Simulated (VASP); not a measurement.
# Sb (I4/mmm) in VASP: further runs

Runs on Sb. Level: PBEsol. Tasks: single point.

Everything below comes from runs of VASP 6.6.1. Logs are shortened: lines on timing, memory, paths and dates and some standing lists are left out, and cuts for length are marked.

## (1) The cell of the first run

The structure is tetragonal, space group I4/mmm (No. 139). Conventional cell: a = 3.162 Å, b = 3.162 Å, c = 4.610 Å, α = 90.00°, β = 90.00°, γ = 90.00°. Sb (site symmetry 4/mmm) has 12 Sb at 3.16 to 3.21 Å within 4.2 Å.

## (2) Single point, PBEsol (equal xx and yy strain of -3 %)

Contents of INCAR:

```
PREC     = Accurate       # precision mode
ENCUT    = 520            # plane-wave cutoff, eV
EDIFF    = 1E-6           # SCF threshold, eV
ISMEAR   = -1             # smearing method
SIGMA    = 0.05           # smearing width, eV
LREAL    = False          # projectors in reciprocal space
LASPH    = True           # aspherical terms in the spheres
NELM     = 60             # most SCF steps
ALGO     = Normal         # electronic algorithm
ISIF     = 2              # what is computed and relaxed
LWAVE    = False          # write WAVECAR
LCHARG   = False          # write CHGCAR
GGA      = PS             # functional
NBANDS   = 8              # bands
```

Contents of KPOINTS:

```
regular mesh
0
Gamma
  12 12 12
```

Contents of POSCAR:

```
Sb
1.0
    0.0000000000      2.2358500000      2.3050000000
    2.2358500000      0.0000000000      2.3050000000
    2.2358500000      2.2358500000      0.0000000000
Sb
1
Direct
    0.0000000000      0.0000000000      0.0000000000
```

Potentials or basis: VASP PAW PBE potentials, release 64 (Sb).

Started as:

```console
$ cat potpaw_PBE.64/Sb/POTCAR > POTCAR
$ mpirun -np 1 vasp_std > vasp.out
```

OUTCAR:

```text
PREC = Accurate
   ENCUT = 520
   EDIFF = 1E-6
   ISMEAR = -1
   LREAL = False
   LASPH = True
   NELM = 60
   ISIF = 2
   GGA = PS

 ion  position               nearest neighbor table
   1  0.000  0.000  0.000-

  LATTYP: Found a body centered tetragonal cell.
 ALAT       =     3.1619693934
 C/A-ratio  =     1.4579521262

  Lattice vectors:

 A1 = (  -2.2358500000,   0.0000000000,   2.3050000000)
 A2 = (   2.2358500000,   0.0000000000,   2.3050000000)
 A3 = (   0.0000000000,   2.2358500000,  -2.3050000000)

Analysis of symmetry for initial positions (statically):
=====================================================================
 Subroutine PRICEL returns:
 Original cell was already a primitive cell.

 Routine SETGRP: Setting up the symmetry group for a
 body centered tetragonal supercell.

 Subroutine GETGRP returns: Found 16 space group operations
 (whereof 16 operations were pure point group operations)
 out of a pool of 16 trial point group operations.

The static configuration has the point symmetry D_4h.

Analysis of symmetry for dynamics (positions and initial velocities):
=====================================================================
 Subroutine PRICEL returns:
 Original cell was already a primitive cell.

 Routine SETGRP: Setting up the symmetry group for a
 body centered tetragonal supercell.

 Subroutine GETGRP returns: Found 16 space group operations
 (whereof 16 operations were pure point group operations)
 out of a pool of 16 trial point group operations.

The dynamic configuration has the point symmetry D_4h.

 Subroutine INISYM returns: Found 16 space group operations
 (whereof 16 operations are pure point group operations),
 and found     1 'primitive' translations

----------------------------------------------------------------------------------------

                                     Primitive cell

  volume of cell :      23.0455

  direct lattice vectors                    reciprocal lattice vectors
     0.000000000  2.235850000  2.305000000    -0.223628598  0.223628598  0.216919740
     2.235850000  0.000000000  2.305000000     0.223628598 -0.223628598  0.216919740
     2.235850000  2.235850000  0.000000000     0.223628598  0.223628598 -0.216919740

  length of vectors
     3.211238114  3.211238114  3.161969393     0.383501855  0.383501855  0.383501855

  position of ions in fractional coordinates (direct lattice)
     0.000000000  0.000000000  0.000000000

  ion indices of the primitive-cell ions
   primitive index   ion index
                 1           1

----------------------------------------------------------------------------------------

 KPOINTS: regular mesh

Automatic generation of k-mesh.
 Grid dimensions read from file:
 generate k-points for:   12   12   12

 Generating k-lattice:

  Cartesian coordinates                     Fractional coordinates (reciprocal lattice)
    -0.018635716  0.018635716  0.018076645     0.083333333 -0.000000000  0.000000000
     0.018635716 -0.018635716  0.018076645    -0.000000000  0.083333333  0.000000000
     0.018635716  0.018635716 -0.018076645     0.000000000  0.000000000  0.083333333

  Length of vectors
     0.031958488  0.031958488  0.031958488

  Shift w.r.t. Gamma in fractional coordinates (k-lattice)
     0.000000000  0.000000000  0.000000000

 Subroutine IBZKPT returns following result:
 ===========================================

 Found    163 irreducible k-points:

 Following reciprocal coordinates:
            Coordinates               Weight
  0.000000  0.000000  0.000000      1.000000
  0.083333 -0.000000  0.000000      8.000000
  0.166667 -0.000000  0.000000      8.000000
  0.250000 -0.000000  0.000000      8.000000
  0.333333 -0.000000  0.000000      8.000000
  0.416667  0.000000  0.000000      8.000000
[... 16 lines left out ...]
  0.500000  0.166667  0.000000      8.000000
 -0.416667  0.166667  0.000000      8.000000
 [... further k-points ...]
   k-points           NKPTS =    163   k-points in BZ     NKDIM =    163   number of bands    NBANDS=      8
   number of dos      NEDOS =    301   number of ions     NIONS =      1
   total plane-waves  NPLWV =  13824
   dimension x,y,z NGX =    24 NGY =   24 NGZ =   24
   dimension x,y,z NGXF=    48 NGYF=   48 NGZF=   48
   ions per type =               1
   NGX,Y,Z   is equivalent  to a cutoff of  12.42, 12.42, 12.62 a.u.
   NGXF,Y,Z  is equivalent  to a cutoff of  24.85, 24.85, 25.24 a.u.
 SYSTEM =  unknown system
   PREC   = accura    normal or accurate (medium, high low for compatibility)
   ISTART =      0    job   : 0-new  1-cont  2-samecut
   ICHARG =      2    charge: 1-file 2-atom 10-const
   ISPIN  =      1    spin polarized calculation?
   LNONCOLLINEAR =      F non collinear calculations
   LSORBIT =      F    spin-orbit coupling
   LASPH  =      T    aspherical Exc in radial PAW
   ENCUT  =  520.0 eV  38.22 Ry    6.18 a.u.   5.97  5.97  5.88*2*pi/ulx,y,z
   NELM   =     60;   NELMIN=  2; NELMDL= -5     # of ELM steps
   EDIFF  = 0.1E-05   stopping-criterion for ELM
   LREAL  =      F    real-space projection
   EDIFFG = 0.1E-04   stopping-criterion for IOM
   NSW    =      0    number of steps for IOM
   IBRION =     -1    ionic relax: 0-MD 1-quasi-New 2-CG
   NFREE  =      0    steps in history (QN), initial steepest desc. (CG)
   ISIF   =      2    stress and relaxation
   ISYM   =      2    0-nonsym 1-usesym 2-fastsym
   POTIM  = 0.5000    time-step for ionic-motion
   TEBEG  =    0.0;   TEEND  =   0.0 temperature during run
   PSTRESS=    0.0 pullay stress
   NELECT =       5.0000    total number of electrons
   NUPDOWN=      -1.0000    fix difference up-down
   EMIN   =  10.00;   EMAX   =-10.00  energy-range for DOS
   EFERMI =   0.00;   METHOD = LEGACY
   ISMEAR =    -1;   SIGMA  =   0.05  broadening in eV -4-tet -1-fermi 0-gaus
   EFERMI_NEDOS =   21; number of points for ismear=-14 and -15
   IALGO  =     38    algorithm
   IMIX   =      4    mixing-type and parameters
     AMIX     =   0.40;   BMIX     =  1.00
     AMIX_MAG =   1.60;   BMIX_MAG =  1.00
  volume/ion in A,a.u.               =      23.05       155.52
  Fermi-wavevector in a.u.,A,eV,Ry     =   0.983715  1.858952 13.166300  0.967696
  Thomas-Fermi vector in A             =   2.114894
   LORBIT       =      0    0 simple, 1 ext, 2 COOP (PROOUT), +10 PAW based schemes
   GGA     = PS    functional components
   LHFCALC =     F    Hartree Fock is set to
   AEXX    =    0.0000 exact exchange contribution
   IVDW    =     0    specifies the selected vdW correction
   LEPSILON=     F    determine dielectric tensor
   LRPA    =     F    only Hartree local field effects (RPA)
 non-spin polarized calculation
  energy-cutoff  :      520.00
  volume of cell :       23.05
 maximum number of plane-waves:       636
   NGX = 11   NGY = 11   NGZ = 11

 number of electron       5.0000000 magnetization

 Free energy of the ion-electron system (eV)
  ---------------------------------------------------
  ext. energy  EPLUGINS =         0.00000000
  ---------------------------------------------------
  free energy    TOTEN  =        -4.19627922 eV

  energy without entropy =       -4.19092872  energy(sigma->0) =       -4.19360397

 E-fermi :  10.6052     XC(G=0): -11.0195

 val. band max:       10.5627375201   @ k =  -0.1667   0.1667   0.0000
 cond. band min:      10.6223006939   @ k =  -0.3333   0.3333   0.1667
 fundamental gap:      0.0595631738
 Fermi energy:        10.6052043208

 k-point     1 :       0.0000    0.0000    0.0000
  band No.  band energies     occupation
      1      -3.7171      2.00000
      2      17.0783      0.00000
      3      17.0783      0.00000
      4      17.1140      0.00000
      5      20.7690      0.00000
      6      20.9695      0.00000
      7      21.1611      0.00000
      8      21.1611      0.00000

 k-point     2 :       0.0833   -0.0000    0.0000
  band No.  band energies     occupation
      1      -3.5582      2.00000
      2      15.5026      0.00000
      3      16.8159      0.00000
      4      16.8644      0.00000
      5      19.8986      0.00000
      6      21.4249      0.00000
      7      21.5309      0.00000
      8      23.0791      0.00000

 k-point     3 :       0.1667   -0.0000    0.0000
  band No.  band energies     occupation
      1      -3.0823      2.00000
      2      12.6558      0.00000
      3      16.2101      0.00000
      4      16.4054      0.00000
      5      19.5460      0.00000
      6      21.8768      0.00000
      7      22.2591      0.00000
      8      23.3069      0.00000

 k-point     4 :       0.2500   -0.0000    0.0000
  band No.  band energies     occupation
      1      -2.2936      2.00000
      2       9.7747      2.00000
      3      15.5909      0.00000
      4      15.9397      0.00000
      5      19.3720      0.00000
      6      21.1470      0.00000
      7      21.8975      0.00000
      8      22.8025      0.00000

 k-point     5 :       0.3333   -0.0000    0.0000
  band No.  band energies     occupation
      1      -1.2098      2.00000
      2       7.1248      2.00000
      3      15.0928      0.00000
      4      15.5760      0.00000
      5      19.3537      0.00000
      6      20.4070      0.00000
      7      21.0905      0.00000
      8      21.6832      0.00000
[... 177 lines left out ...]
 k-point    22 :       0.4167    0.1667    0.0000
  band No.  band energies     occupation
      1      -0.3205      2.00000
      2       6.9137      2.00000
      3      12.1687      0.00000
      4      13.5179      0.00000
      5      17.2105      0.00000
      6      22.0607      0.00000
      7      23.3805      0.00000
      8      24.1147      0.00000

 k-point    23 :       0.5000    0.1667    0.0000
  band No.  band energies     occupation
      1       0.9584      2.00000
      2       4.8953      2.00000
      3      11.3886      0.00000
      4      13.7378      0.00000
      5      17.3350      0.00000
      6      22.6322      0.00000
      7      22.8102      0.00000
      8      24.5899      0.00000

 k-point    24 :      -0.4167    0.1667    0.0000
  band No.  band energies     occupation
      1       1.3707      2.00000
      2       4.3558      2.00000
      3      10.8827      0.00775
      4      14.2527      0.00000
      5      17.7493      0.00000
      6      22.1091      0.00000
      7      22.5217      0.00000
      8      24.7775      0.00000

 [... further k-points ...]
[... 5 lines left out ...]
  --------------------------------------------------------------------------------------
  -------------------------------------------------------------------------------------
  Total        1.6545439      1.6545439      1.7323179      0.0000000      0.0000000      0.0000000
  in kB      115.0277522    115.0277522    120.4347770      0.0000000      0.0000000      0.0000000
  external PRESSURE =     116.8300938 kB  Pullay stress =       0.0000000 kB

 VOLUME and BASIS-vectors are now :
 -----------------------------------------------------------------------------
  energy-cutoff  :      520.00
  volume of cell :       23.05
      direct lattice vectors                 reciprocal lattice vectors
     0.000000000  2.235850000  2.305000000    -0.223628598  0.223628598  0.216919740
     2.235850000  0.000000000  2.305000000     0.223628598 -0.223628598  0.216919740
     2.235850000  2.235850000  0.000000000     0.223628598  0.223628598 -0.216919740

 POSITION                                       TOTAL-FORCE (eV/Angst)
 -----------------------------------------------------------------------------------
      0.00000      0.00000      0.00000        -0.000000      0.000000      0.000000
 -----------------------------------------------------------------------------------
    total drift:                                0.000000     -0.000000     -0.000000

  FREE ENERGIE OF THE ION-ELECTRON SYSTEM (eV)
  ---------------------------------------------------
  free  energy   TOTEN  =        -4.1962792154 eV

  energy  without entropy=       -4.1909287164  energy(sigma->0) =       -4.19360397
```

It took 11 s on 1 thread of Intel Xeon Platinum 8259CL at 2.50GHz (Skylake/Cascade Lake), shared host; peak memory 0.15 GiB.

Results:

* Free energy: -4.1963 eV
* Pressure: 11.7 GPa

Stress tensor (GPa, compression positive):
```
11.50  0.00  0.00
 0.00 11.50  0.00
 0.00  0.00 12.04
```

Caveat: the cell differs from its parent crystal (equal xx and yy strain of -3 %); the PAW data sets were made with another functional, which shifts forces and pressure a little; spin-orbit coupling is left out, which moves the levels of the heavy elements.

## (3) Single point, PBEsol (zz strain of -3 %)

Contents of INCAR:

```
ALGO = Normal ; EDIFF = 1E-6
ENCUT = 520 ; GGA = PS
ISIF = 2 ; ISMEAR = -1
LASPH = True ; LCHARG = False
LREAL = False ; LWAVE = False
NBANDS = 8 ; NELM = 60
PREC = Accurate ; SIGMA = 0.05
```

Contents of KPOINTS:

```
k-points
0
Gamma
  12 12 12
```

Contents of POSCAR:

```
Sb
1.0
    0.0000000000      2.3050000000      2.2358500000
    2.3050000000      0.0000000000      2.2358500000
    2.3050000000      2.3050000000      0.0000000000
Sb
1
Direct
    0.0000000000      0.0000000000      0.0000000000
```

Potentials or basis: VASP PAW PBE potentials, release 64 (Sb).

Started as:

```console
$ cat potpaw_PBE.64/Sb/POTCAR > POTCAR
$ mpirun -np 1 vasp_std > vasp.out
```

Run time: 11 s. Hardware: 1 thread of Intel Xeon Platinum 8259CL at 2.50GHz (Skylake/Cascade Lake), shared host; peak memory 0.15 GiB.

It converged, with:

* Free energy: -4.2397 eV
* Pressure: 8.3 GPa

Stress tensor (GPa, compression positive):
```
8.34 0.00 0.00
0.00 8.34 0.00
0.00 0.00 8.19
```

Levels at points of the mesh, in eV from the Fermi level:
```
           k point  band 1  band 2  band 3  band 4  band 5  band 6
(0.00, 0.00, 0.00)  -14.06    6.19    6.23    6.23   10.17   10.31
(0.50, 0.00, 0.00)   -9.56   -6.74    3.92    4.45    8.83    9.14
(0.50, 0.50, 0.00)   -7.24   -5.51    0.05    0.05    3.90    4.30
(0.50, 0.00, 0.50)   -7.71   -5.80    0.36    0.60    4.37    4.62
```

Caveat: the cell differs from its parent crystal (zz strain of -3 %); the PAW data sets were made with another functional, which shifts forces and pressure a little; spin-orbit coupling is left out, which moves the levels of the heavy elements.
